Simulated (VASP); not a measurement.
# TiO2 (P1) in VASP: a series of runs

The runs below take TiO2 through single point, with PBEsol.

All numbers are computed with VASP 6.6.1; they aren't measurements. Logs are shortened: lines on timing, memory, paths and dates and some standing lists are left out, and cuts for length are marked.

## 1. The cell of the first run

The typed cell holds 12 atoms: a = 3.847 Å, b = 3.847 Å, c = 9.670 Å, α = 90.00°, β = 90.00°, γ = 90.00°.

## 2. Single point, PBEsol

Input file INCAR:

```
PREC     = Accurate       # precision mode
ENCUT    = 520            # plane-wave cutoff, eV
EDIFF    = 1E-6           # SCF threshold, eV
ISMEAR   = -1             # smearing method
SIGMA    = 0.24           # smearing width, eV
LREAL    = False          # projectors in reciprocal space
LASPH    = True           # aspherical terms in the spheres
NELM     = 100            # most SCF steps
ALGO     = Normal         # electronic algorithm
ISIF     = 2              # what is computed and relaxed
LWAVE    = False          # write WAVECAR
LCHARG   = False          # write CHGCAR
GGA      = PS             # functional
NBANDS   = 60             # bands
```

Input file KPOINTS:

```
regular mesh
0
Gamma
  3 3 1
```

Input file POSCAR:

```
TiO2
1.0
    3.8470600000      0.0000000000      0.0000000000
    0.0000000000      3.8470600000      0.0000000000
    0.0000000000      0.0000000000      9.6699950000
Ti O
4 8
Direct
    0.0350137508     -0.0047568793      0.0140537818
   -0.1371956767      0.5259080961      0.2432576232
    0.4636527634      0.4660961877      0.5045090509
    0.4169417685     -0.0435137482      0.7304864170
   -0.0401345443      0.0386528934      0.2108067274
   -0.0639189407      0.5975212240      0.4918409989
    0.0576804105      0.4994723243      0.0479627963
   -0.1022599076     -0.0048088670      0.8090283397
    0.5653667996      0.5279876061      0.7169807223
    0.4507338071     -0.0499342355      0.9743541750
    0.4342796837     -0.0173639091      0.5384697717
    0.4589218780      0.6310013361      0.3207137129
```

Potentials or basis: VASP PAW PBE potentials, release 64 (Ti_sv, O).

The run is started by

```bash
> cat potpaw_PBE.64/Ti_sv/POTCAR potpaw_PBE.64/O/POTCAR > POTCAR
> mpirun -np 1 vasp_std > vasp.out
```

OUTCAR:

```text
PREC = Accurate
   ENCUT = 520
   EDIFF = 1E-6
   ISMEAR = -1
   LREAL = False
   LASPH = True
   NELM = 100
   ISIF = 2
   GGA = PS

 ion  position               nearest neighbor table
   1  0.035  0.995  0.014-  10 1.65   5 1.93   7 1.94   7 1.97   8 2.05  10 2.29
   2  0.863  0.526  0.243-  12 1.77   5 1.94   5 2.03   7 2.03   6 2.44
   3  0.464  0.466  0.505-  12 1.89   6 1.89  11 1.89  11 2.02   6 2.10   9 2.11   4 2.89
   4  0.417  0.956  0.730-   9 1.75  11 1.86   8 2.01   8 2.14   9 2.28  10 2.36   3 2.89
   5  0.960  0.039  0.211-   1 1.93   2 1.94   2 2.03
   6  0.936  0.598  0.492-   3 1.89   3 2.10   2 2.44
   7  0.058  0.499  0.048-   1 1.94   1 1.97   2 2.03
   8  0.898  0.995  0.809-   4 2.01   1 2.05   4 2.14
   9  0.565  0.528  0.717-   4 1.75   3 2.11   4 2.28
  10  0.451  0.950  0.974-   1 1.65   1 2.29   4 2.36
  11  0.434  0.983  0.538-   4 1.86   3 1.89   3 2.02
  12  0.459  0.631  0.321-   2 1.77   3 1.89

  LATTYP: Found a simple tetragonal cell.
 ALAT       =     3.8470600000
 C/A-ratio  =     2.5136064943

  Lattice vectors:

 A1 = (   3.8470600000,   0.0000000000,   0.0000000000)
 A2 = (   0.0000000000,   3.8470600000,   0.0000000000)
 A3 = (   0.0000000000,   0.0000000000,   9.6699950000)

Analysis of symmetry for initial positions (statically):
=====================================================================
 Subroutine PRICEL returns:
 Original cell was already a primitive cell.

 Routine SETGRP: Setting up the symmetry group for a
 simple tetragonal supercell.

 Subroutine GETGRP returns: Found  1 space group operations
 (whereof  1 operations were pure point group operations)
 out of a pool of 16 trial point group operations.

The static configuration has the point symmetry C_1 .

Analysis of symmetry for dynamics (positions and initial velocities):
=====================================================================
 Subroutine PRICEL returns:
 Original cell was already a primitive cell.

 Routine SETGRP: Setting up the symmetry group for a
 simple tetragonal supercell.

 Subroutine GETGRP returns: Found  1 space group operations
 (whereof  1 operations were pure point group operations)
 out of a pool of 16 trial point group operations.

The dynamic configuration has the point symmetry C_1 .

 Subroutine INISYM returns: Found  1 space group operations
 (whereof  1 operations are pure point group operations),
 and found     1 'primitive' translations
[... 104 lines left out ...]
   TEBEG  =    0.0;   TEEND  =   0.0 temperature during run
   PSTRESS=    0.0 pullay stress
   NELECT =      96.0000    total number of electrons
   NUPDOWN=      -1.0000    fix difference up-down
   EMIN   =  10.00;   EMAX   =-10.00  energy-range for DOS
   EFERMI =   0.00;   METHOD = LEGACY
   ISMEAR =    -1;   SIGMA  =   0.24  broadening in eV -4-tet -1-fermi 0-gaus
   EFERMI_NEDOS =   21; number of points for ismear=-14 and -15
   IALGO  =     38    algorithm
   IMIX   =      4    mixing-type and parameters
     AMIX     =   0.40;   BMIX     =  1.00
     AMIX_MAG =   1.60;   BMIX_MAG =  1.00
  volume/ion in A,a.u.               =      11.93        80.48
  Fermi-wavevector in a.u.,A,eV,Ry     =   1.433080  2.708129 27.942544  2.053719
  Thomas-Fermi vector in A             =   2.552638
   LORBIT       =      0    0 simple, 1 ext, 2 COOP (PROOUT), +10 PAW based schemes
   GGA     = PS    functional components
   LHFCALC =     F    Hartree Fock is set to
   AEXX    =    0.0000 exact exchange contribution
   IVDW    =     0    specifies the selected vdW correction
   LEPSILON=     F    determine dielectric tensor
   LRPA    =     F    only Hartree local field effects (RPA)
 non-spin polarized calculation
  energy-cutoff  :      520.00
  volume of cell :      143.11
 maximum number of plane-waves:      3850
 NGX is ok and might be reduce to    30
   NGX = 15   NGY = 15   NGZ = 35

 number of electron      96.0000020 magnetization

 Free energy of the ion-electron system (eV)
  ---------------------------------------------------
  ext. energy  EPLUGINS =         0.00000000
  ---------------------------------------------------
  free energy    TOTEN  =      -107.82213545 eV

  energy without entropy =     -107.69202210  energy(sigma->0) =     -107.75707878

 E-fermi :   4.2361     XC(G=0): -10.7818

 val. band max:        3.3404929081   @ k =  -0.3333   0.3333   0.0000
 cond. band min:       4.9216238473   @ k =   0.0000   0.0000   0.0000
 fundamental gap:      1.5811309392
 Fermi energy:         4.2361086936

 k-point     1 :       0.0000    0.0000    0.0000
  band No.  band energies     occupation
      1     -53.6365      2.00000
      2     -53.3547      2.00000
      3     -53.1078      2.00000
      4     -52.1104      2.00000
      5     -30.1145      2.00000
      6     -30.0095      2.00000
[... 304 lines left out ...]
     59       7.4702      0.00000
     60       7.8769      0.00000

------------------------ aborting loop because EDIFF is reached ----------------------------------------

  FORCE on cell =-STRESS in cart. coord.  units (eV):
  Direction    XX          YY          ZZ          XY          YZ          ZX
  --------------------------------------------------------------------------------------
  -------------------------------------------------------------------------------------
  Total       -4.9685074     -0.0734055     -2.2714240      0.6958698     -4.2536943     -5.0317403
  in kB      -55.6227374     -0.8217789    -25.4287276      7.7903042    -47.6203618    -56.3306325
  external PRESSURE =     -27.2910813 kB  Pullay stress =       0.0000000 kB

 VOLUME and BASIS-vectors are now :
 -----------------------------------------------------------------------------
  energy-cutoff  :      520.00
  volume of cell :      143.11
      direct lattice vectors                 reciprocal lattice vectors
     3.847060000  0.000000000  0.000000000     0.259938758  0.000000000  0.000000000
     0.000000000  3.847060000  0.000000000     0.000000000  0.259938758  0.000000000
     0.000000000  0.000000000  9.669995000     0.000000000  0.000000000  0.103412670

 POSITION                                       TOTAL-FORCE (eV/Angst)
 -----------------------------------------------------------------------------------
      0.13470      3.82876      0.13590        -2.634260      0.628071     -2.337932
      3.31926      2.02320      2.35230         3.187525      0.590699     -0.140123
      1.78370      1.79310      4.87860         0.563139      1.532769      0.902102
      1.60400      3.67966      7.06380         0.481514      0.924815      3.471575
      3.69266      0.14870      2.03850        -0.930717     -0.429817      1.632589
      3.60116      2.29870      4.75610         0.308855     -2.575465     -1.520925
      0.22190      1.92150      0.46380        -2.142409      0.216975      1.750013
      3.45366      3.82856      7.82330         2.741173      0.448699     -0.670022
      2.17500      2.03120      6.93320        -2.415084     -2.273406     -1.374142
      1.73400      3.65496      9.42200         2.812798      0.468222     -0.662126
      1.67070      3.78026      5.20700        -0.411666      2.101257      0.637656
      1.76550      2.42750      3.10130        -1.560868     -1.632819     -1.688664
 -----------------------------------------------------------------------------------
    total drift:                               -0.000083      0.001648      0.001672

  FREE ENERGIE OF THE ION-ELECTRON SYSTEM (eV)
  ---------------------------------------------------
  free  energy   TOTEN  =      -107.8221354495 eV

  energy  without entropy=     -107.6920221021  energy(sigma->0) =     -107.75707878
```

Run time: 2.1 min. Hardware: 1 thread of Intel Xeon 8259CL, shared host; peak memory 0.24 GiB.

Results:

```yaml
Free_energy: -107.8221 eV
Pressure: -2.7 GPa
Largest_force: 3.625 eV/Å
Band_gap_on_the_k_mesh: 1.58 eV (least direct gap 1.78 eV)
```

Forces in eV/Å, atoms in the order of the input:
```
Ti  -2.634  0.628 -2.338
Ti   3.188  0.591 -0.140
Ti   0.563  1.533  0.902
Ti   0.482  0.925  3.472
O   -0.931 -0.430  1.633
O    0.309 -2.575 -1.521
O   -2.142  0.217  1.750
O    2.741  0.449 -0.670
O   -2.415 -2.273 -1.374
O    2.813  0.468 -0.662
O   -0.412  2.101  0.638
O   -1.561 -1.633 -1.689
```

Caveat: the k points lie up to 0.65 Å⁻¹ apart; the PAW data sets were made with another functional, which shifts forces and pressure a little.

## 3. Single point, PBEsol

Input file INCAR:

```
SYSTEM = TiO2
ALGO = Normal
EDIFF = 1E-6
ENCUT = 520
GGA = PS
ISIF = 2
ISMEAR = -1
LASPH = .TRUE.
LCHARG = .FALSE.
LREAL = .FALSE.
LWAVE = .FALSE.
NBANDS = 60
NELM = 80
PREC = Accurate
SIGMA = 0.24
```

Input file KPOINTS:

```
k-points
0
G
  3 3 1
  0 0 0
```

Input file POSCAR:

```
TiO2
1.0
    3.8470600000      0.0000000000      0.0000000000
    0.0000000000      3.8470600000      0.0000000000
    0.0000000000      0.0000000000      9.6699950000
Ti O
4 8
Direct
   -0.1368837502      0.1349342095     -0.0028955548
   -0.1200657125      0.6337826808      0.2638160620
    0.4994983182      0.5284554959      0.5209620067
    0.5183698721     -0.0999464526      0.7777977134
   -0.0900427859      0.0649067080      0.2562152307
   -0.0297889817      0.4272873311      0.4725648772
   -0.0222767516      0.6139233597      0.0758014870
   -0.0188195661     -0.0396406607      0.8276115965
    0.4103913118      0.4306145472      0.7442816672
    0.4297827432      0.1149709129      0.9764534521
    0.5165503007     -0.0565106861      0.5849020604
    0.3459264997      0.6329508768      0.3313341941
```

Potentials or basis: VASP PAW PBE potentials, release 64 (Ti_sv, O).

The run is started by

```bash
> cat potpaw_PBE.64/Ti_sv/POTCAR potpaw_PBE.64/O/POTCAR > POTCAR
> mpirun -np 1 vasp_std > vasp.out
```

It took 2.1 min on 1 thread of Intel Xeon 8259CL, shared host; peak memory 0.24 GiB.

It converged, with:

| Item | Value |
| --- | --- |
| Free energy | -107.9693 eV |
| Pressure | 0.7 GPa |
| Largest force | 6.231 eV/Å |
| Band gap on the k mesh | 1.59 eV (least direct gap 1.71 eV) |

Forces in eV/Å, atoms in the order of the input:
```
Ti   4.169  0.009  4.631
Ti   0.039 -2.227  1.813
Ti  -0.652 -4.182 -2.441
Ti  -2.646 -0.256 -1.488
O   -0.914  3.431 -1.758
O   -3.059  0.709  2.067
O   -1.383 -0.805 -2.291
O   -1.099 -0.566 -1.091
O    1.308  1.595 -0.331
O   -0.488 -0.358  0.002
O    0.330  2.938  0.944
O    4.394 -0.287 -0.057
```

Stress tensor (GPa, compression positive):
```
-3.66  4.56 -1.13
 4.56  1.56  5.35
-1.13  5.35  4.12
```

Levels at points of the mesh, in eV from the valence-band top:
| k point | band 45 | band 46 | band 47 | band 48 | band 49 | band 50 | band 51 | band 52 |
| --- | --- | --- | --- | --- | --- | --- | --- | --- |
| (0.00, 0.00, 0.00) | -1.20 | -0.96 | -0.48 | -0.20 | 1.67 | 2.12 | 2.31 | 2.66 |

Caveat: the k points lie up to 0.65 Å⁻¹ apart; the PAW data sets were made with another functional, which shifts forces and pressure a little.

## 4. Single point, PBEsol

Input file INCAR:

```
SYSTEM = TiO2
PREC = Accurate
ENCUT = 520
EDIFF = 1E-7
ISMEAR = -1
SIGMA = 0.24
LREAL = .False.
LASPH = .True.
NELM = 80
ALGO = Normal
ISIF = 2
LWAVE = .False.
LCHARG = .False.
GGA = PS
NBANDS = 60
```

Input file KPOINTS:

```
Automatic mesh
0
Gamma
  3 3 1
  0 0 0
```

Input file POSCAR:

```
TiO2
1.0
    3.8470600000      0.0000000000      0.0000000000
    0.0000000000      3.8470600000      0.0000000000
    0.0000000000      0.0000000000      9.6699950000
Ti O
4 8
Direct
    0.0017675836      0.1395871133      0.0297931902
    0.0107094768      0.6513545409      0.2709515362
    0.4100533914      0.4366711203      0.5123580726
    0.3815381096     -0.0377431077      0.7481389597
   -0.0201452538      0.1436421579      0.2523682794
   -0.0977629670      0.5162643681      0.5114583823
   -0.0629051795      0.5920885039      0.0732161702
   -0.0709632811      0.0051987752      0.8202072493
    0.5030074914      0.4972628449      0.7263705927
    0.4737903750      0.0942537938      1.0012828342
    0.4046206714     -0.0254739983      0.5719237704
    0.4877750802      0.5635212344      0.2999691313
```

The run is started by

```bash
> cat potpaw_PBE.64/Ti_sv/POTCAR potpaw_PBE.64/O/POTCAR > POTCAR
> mpirun -np 1 vasp_std > vasp.out
```

Wall time 2.2 min (1 thread of Intel Xeon 8259CL, shared host); peak memory 0.24 GiB.

It converged, with:

- Free energy: -109.1780 eV
- Pressure: -8.3 GPa
- Largest force: 5.884 eV/Å
- Band gap on the k mesh: 1.81 eV (least direct gap 2.02 eV)

Forces on the atoms (eV/Å):
```
Ti   0.031 -1.771 -1.161
Ti  -1.142 -0.182 -0.855
Ti   0.749  1.642  1.004
Ti   0.958  0.477  5.786
O    0.354 -2.384 -0.612
O    1.849 -0.282 -1.795
O    0.872  2.183  0.960
O    1.195  0.062 -0.054
O   -1.610 -1.088 -0.738
O   -1.573  0.144 -0.114
O   -0.475  0.470 -4.525
O   -1.208  0.729  2.104
```

Stress tensor (GPa, compression positive):
```
-17.17  -1.27   0.68
 -1.27  -1.90  -4.36
  0.68  -4.36  -5.76
```

Levels at points of the mesh, in eV from the valence-band top:
```
           k point  band 46  band 47  band 48  band 49  band 50  band 51
(0.00, 0.00, 0.00)    -0.66    -0.38    -0.22     1.81     2.31     2.39
```

Caveat: the k points lie up to 0.65 Å⁻¹ apart; the PAW data sets were made with another functional, which shifts forces and pressure a little.

(Continued in part 2 of 2.)
